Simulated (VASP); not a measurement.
# CdSe (F-43m) in VASP: notebook

CdSe is run at these levels: LDA; tasks: electric field gradients.

Program: VASP 6.6.1. These are calculated values, not measurements. Logs are shortened: lines on timing, memory, paths and dates and some standing lists are left out, and cuts for length are marked.

## 1. The cell of the first run

The structure is cubic, space group F-43m (No. 216). Conventional cell: a = 6.120 Å, b = 6.120 Å, c = 6.120 Å, α = 90.00°, β = 90.00°, γ = 90.00°. Within 3.5 Å of Cd (site symmetry -43m) lie 4 Se at 2.65 Å. Within 3.5 Å of Se (site symmetry -43m) lie 4 Cd at 2.65 Å.

## 2. Electric field gradients, LDA (volume scaled by 0.99)

Contents of INCAR:

```
  PREC = Accurate
  ENCUT = 520
  EDIFF = 1E-8
  ISMEAR = -1
  SIGMA = 0.03
  LREAL = False
  LASPH = True
  NELM = 80
  ALGO = Normal
  ISIF = 2
  LWAVE = False
  LCHARG = False
  LEFG = True
  NBANDS = 16
```

Contents of KPOINTS:

```
Automatic mesh
0
Gamma
  8 8 8
```

Contents of POSCAR:

```
CdSe
1.0
    0.0000000000      3.0600026564      3.0600026564
    3.0600026564      0.0000000000      3.0600026564
    3.0600026564      3.0600026564      0.0000000000
Cd Se
1 1
Direct
    0.0000000000      0.0000000000      0.0000000000
    0.2500000000      0.2500000000      0.2500000000
```

Potentials or basis: VASP PAW LDA potentials, release 64 (Cd, Se).

The run is started by

```bash
> cat potpaw_LDA.64/Cd/POTCAR potpaw_LDA.64/Se/POTCAR > POTCAR
> mpirun -np 1 vasp_std > vasp.out
```

OUTCAR:

```text
PREC = Accurate
   ENCUT = 520
   EDIFF = 1E-8
   ISMEAR = -1
   LREAL = False
   LASPH = True
   NELM = 80
   ISIF = 2

 ion  position               nearest neighbor table
   1  0.000  0.000  0.000-   2 2.65   2 2.65   2 2.65   2 2.65
   2  0.250  0.250  0.250-   1 2.65   1 2.65   1 2.65   1 2.65

  LATTYP: Found a face centered cubic cell.
 ALAT       =     6.1200053128

  Lattice vectors:

 A1 = (   0.0000000000,   3.0600026564,   3.0600026564)
 A2 = (   3.0600026564,   0.0000000000,   3.0600026564)
 A3 = (   3.0600026564,   3.0600026564,   0.0000000000)

Analysis of symmetry for initial positions (statically):
=====================================================================
 Subroutine PRICEL returns:
 Original cell was already a primitive cell.

 Routine SETGRP: Setting up the symmetry group for a
 face centered cubic supercell.

 Subroutine GETGRP returns: Found 24 space group operations
 (whereof 24 operations were pure point group operations)
 out of a pool of 48 trial point group operations.

The static configuration has the point symmetry T_d .

Analysis of symmetry for dynamics (positions and initial velocities):
=====================================================================
 Subroutine PRICEL returns:
 Original cell was already a primitive cell.

 Routine SETGRP: Setting up the symmetry group for a
 face centered cubic supercell.

 Subroutine GETGRP returns: Found 24 space group operations
 (whereof 24 operations were pure point group operations)
 out of a pool of 48 trial point group operations.

The dynamic configuration has the point symmetry T_d .

 Subroutine INISYM returns: Found 24 space group operations
 (whereof 24 operations are pure point group operations),
 and found     1 'primitive' translations

----------------------------------------------------------------------------------------

                                     Primitive cell

  volume of cell :      57.3054

  direct lattice vectors                    reciprocal lattice vectors
     0.000000000  3.060002656  3.060002656    -0.163398551  0.163398551  0.163398551
     3.060002656  0.000000000  3.060002656     0.163398551 -0.163398551  0.163398551
     3.060002656  3.060002656  0.000000000     0.163398551  0.163398551 -0.163398551

  length of vectors
     4.327497258  4.327497258  4.327497258     0.283014592  0.283014592  0.283014592

  position of ions in fractional coordinates (direct lattice)
     0.000000000  0.000000000  0.000000000
     0.250000000  0.250000000  0.250000000

  ion indices of the primitive-cell ions
   primitive index   ion index
                 1           1
                 2           2

----------------------------------------------------------------------------------------

 KPOINTS: Automatic mesh

Automatic generation of k-mesh.
 Grid dimensions read from file:
 generate k-points for:    8    8    8

 Generating k-lattice:

  Cartesian coordinates                     Fractional coordinates (reciprocal lattice)
    -0.020424819  0.020424819  0.020424819     0.125000000  0.000000000  0.000000000
     0.020424819 -0.020424819  0.020424819     0.000000000  0.125000000  0.000000000
     0.020424819  0.020424819 -0.020424819     0.000000000  0.000000000  0.125000000

  Length of vectors
     0.035376824  0.035376824  0.035376824

  Shift w.r.t. Gamma in fractional coordinates (k-lattice)
     0.000000000  0.000000000  0.000000000

 Subroutine IBZKPT returns following result:
 ===========================================

 Found     29 irreducible k-points:

 Following reciprocal coordinates:
            Coordinates               Weight
  0.000000  0.000000  0.000000      1.000000
  0.125000  0.000000  0.000000      8.000000
  0.250000  0.000000  0.000000      8.000000
  0.375000  0.000000  0.000000      8.000000
  0.500000  0.000000  0.000000      4.000000
  0.125000  0.125000  0.000000      6.000000
[... 16 lines left out ...]
  0.500000  0.250000  0.125000     48.000000
 -0.375000  0.250000  0.125000     24.000000
 [... further k-points ...]
   k-points           NKPTS =     29   k-points in BZ     NKDIM =     29   number of bands    NBANDS=     16
   number of dos      NEDOS =    301   number of ions     NIONS =      2
   total plane-waves  NPLWV =  32768
   dimension x,y,z NGX =    32 NGY =   32 NGZ =   32
   dimension x,y,z NGXF=    64 NGYF=   64 NGZF=   64
   ions per type =               1   1
   NGX,Y,Z   is equivalent  to a cutoff of  12.29, 12.29, 12.29 a.u.
   NGXF,Y,Z  is equivalent  to a cutoff of  24.59, 24.59, 24.59 a.u.
 SYSTEM =  unknown system
   PREC   = accura    normal or accurate (medium, high low for compatibility)
   ISTART =      0    job   : 0-new  1-cont  2-samecut
   ICHARG =      2    charge: 1-file 2-atom 10-const
   ISPIN  =      1    spin polarized calculation?
   LNONCOLLINEAR =      F non collinear calculations
   LSORBIT =      F    spin-orbit coupling
   LASPH  =      T    aspherical Exc in radial PAW
   ENCUT  =  520.0 eV  38.22 Ry    6.18 a.u.   8.05  8.05  8.05*2*pi/ulx,y,z
   NELM   =     80;   NELMIN=  2; NELMDL= -5     # of ELM steps
   EDIFF  = 0.1E-07   stopping-criterion for ELM
   LREAL  =      F    real-space projection
   EDIFFG = 0.1E-06   stopping-criterion for IOM
   NSW    =      0    number of steps for IOM
   IBRION =     -1    ionic relax: 0-MD 1-quasi-New 2-CG
   NFREE  =      0    steps in history (QN), initial steepest desc. (CG)
   ISIF   =      2    stress and relaxation
   ISYM   =      2    0-nonsym 1-usesym 2-fastsym
   POTIM  = 0.5000    time-step for ionic-motion
   TEBEG  =    0.0;   TEEND  =   0.0 temperature during run
   PSTRESS=    0.0 pullay stress
   NELECT =      18.0000    total number of electrons
   NUPDOWN=      -1.0000    fix difference up-down
   EMIN   =  10.00;   EMAX   =-10.00  energy-range for DOS
   EFERMI =   0.00;   METHOD = LEGACY
   ISMEAR =    -1;   SIGMA  =   0.03  broadening in eV -4-tet -1-fermi 0-gaus
   EFERMI_NEDOS =   21; number of points for ismear=-14 and -15
   IALGO  =     38    algorithm
   IMIX   =      4    mixing-type and parameters
     AMIX     =   0.40;   BMIX     =  1.00
     AMIX_MAG =   1.60;   BMIX_MAG =  1.00
  volume/ion in A,a.u.               =      28.65       193.36
  Fermi-wavevector in a.u.,A,eV,Ry     =   1.112843  2.102968 16.849718  1.238419
  Thomas-Fermi vector in A             =   2.249421
   LORBIT       =      0    0 simple, 1 ext, 2 COOP (PROOUT), +10 PAW based schemes
   GGA     = CA    functional components
   LHFCALC =     F    Hartree Fock is set to
   AEXX    =    0.0000 exact exchange contribution
   IVDW    =     0    specifies the selected vdW correction
   LEPSILON=     F    determine dielectric tensor
   LRPA    =     F    only Hartree local field effects (RPA)
 non-spin polarized calculation
  energy-cutoff  :      520.00
  volume of cell :       57.31
 maximum number of plane-waves:      1572
   NGX = 17   NGY = 17   NGZ = 17

 number of electron      18.0000004 magnetization

 Free energy of the ion-electron system (eV)
  ---------------------------------------------------
  ext. energy  EPLUGINS =         0.00000000
  ---------------------------------------------------
  free energy    TOTEN  =        -6.74120742 eV

  energy without entropy =       -6.74119500  energy(sigma->0) =       -6.74120121

 E-fermi :   0.8424     XC(G=0):  -9.2090

 val. band max:        0.6618912100   @ k =   0.0000   0.0000   0.0000
 cond. band min:       0.9869615505   @ k =   0.0000   0.0000   0.0000
 fundamental gap:      0.3250703405
 Fermi energy:         0.8423846915

 k-point     1 :       0.0000    0.0000    0.0000
  band No.  band energies     occupation
      1     -11.8820      2.00000
      2      -7.2265      2.00000
      3      -7.2265      2.00000
      4      -7.2265      2.00000
      5      -6.8667      2.00000
      6      -6.8667      2.00000
[... 8 lines left out ...]
     15      11.7078      0.00000
     16      11.7078      0.00000

 k-point     2 :       0.1250    0.0000    0.0000
  band No.  band energies     occupation
      1     -11.8296      2.00000
      2      -7.2099      2.00000
      3      -7.2099      2.00000
      4      -7.1806      2.00000
      5      -6.8677      2.00000
      6      -6.8677      2.00000
[... 8 lines left out ...]
     15      10.8840      0.00000
     16      10.8840      0.00000
[... 387 lines left out ...]
      5      -6.8459      2.00000
      6      -6.6415      2.00000
[... 8 lines left out ...]
     15      12.3089      0.00000
     16      13.0494      0.00000

 k-point    24 :      -0.3750    0.2500    0.1250
  band No.  band energies     occupation
      1     -11.4618      2.00000
      2      -7.1024      2.00000
      3      -7.0778      2.00000
      4      -6.8866      2.00000
      5      -6.8513      2.00000
      6      -6.5048      2.00000
[... 8 lines left out ...]
     15      12.1248      0.00000
     16      13.0820      0.00000

 [... further k-points ...]
[... 5 lines left out ...]
  --------------------------------------------------------------------------------------
  -------------------------------------------------------------------------------------
  Total       -0.8726462     -0.8726462     -0.8726462      0.0000000      0.0000000     -0.0000000
  in kB      -24.3979519    -24.3979519    -24.3979519      0.0000000      0.0000000     -0.0000000
  external PRESSURE =     -24.3979519 kB  Pullay stress =       0.0000000 kB

 VOLUME and BASIS-vectors are now :
 -----------------------------------------------------------------------------
  energy-cutoff  :      520.00
  volume of cell :       57.31
      direct lattice vectors                 reciprocal lattice vectors
     0.000000000  3.060002656  3.060002656    -0.163398551  0.163398551  0.163398551
     3.060002656  0.000000000  3.060002656     0.163398551 -0.163398551  0.163398551
     3.060002656  3.060002656  0.000000000     0.163398551  0.163398551 -0.163398551

 POSITION                                       TOTAL-FORCE (eV/Angst)
 -----------------------------------------------------------------------------------
      0.00000      0.00000      0.00000        -0.000000     -0.000000     -0.000000
      1.53000      1.53000      1.53000         0.000000      0.000000      0.000000
 -----------------------------------------------------------------------------------
    total drift:                               -0.000000     -0.000000      0.000000

  FREE ENERGIE OF THE ION-ELECTRON SYSTEM (eV)
  ---------------------------------------------------
  free  energy   TOTEN  =        -6.7412074152 eV

  energy  without entropy=       -6.7411950034  energy(sigma->0) =       -6.74120121

 Electric field gradients (V/A^2)
---------------------------------------------------------------------
 ion       V_xx      V_yy      V_zz      V_xy      V_xz      V_yz
---------------------------------------------------------------------
   1      -0.000     0.000    -0.000    -0.002    -0.002    -0.002
   2      -0.000    -0.000    -0.000    -0.000    -0.000    -0.000
---------------------------------------------------------------------

 Electric field gradients after diagonalization (V/A^2)
 (convention: |V_zz| > |V_xx| > |V_yy|)
----------------------------------------------------------------------
 ion       V_xx      V_yy      V_zz     asymmetry (V_yy - V_xx)/ V_zz
----------------------------------------------------------------------
   1       0.002     0.002    -0.004       0.000
   2       0.000     0.000    -0.001       0.000
----------------------------------------------------------------------

           NMR quadrupolar parameters

 Cq : quadrupolar parameter    Cq=e*Q*V_zz/h
 eta: asymmetry parameters     (V_yy - V_xx)/ V_zz
 Q  : nuclear electric quadrupole moment in mb (millibarn)
----------------------------------------------------------------------
 ion       Cq(MHz)       eta       Q (mb)
----------------------------------------------------------------------
   1      -0.000       0.000       1.000
   2      -0.000       0.000       1.000
----------------------------------------------------------------------
```

It used 15 s of CPU time on 1 thread of Intel Xeon 6975P-C, with other jobs on the host.

Results:

* Free energy: -6.7412 eV
* Pressure: -2.4 GPa
* Band gap on the k mesh: 0.33 eV, direct

Caveat: without QUAD_EFG the Cq values of the log hold for a quadrupole moment of 1 mb, not for the nuclei.

(Continued in part 2 of 3.)
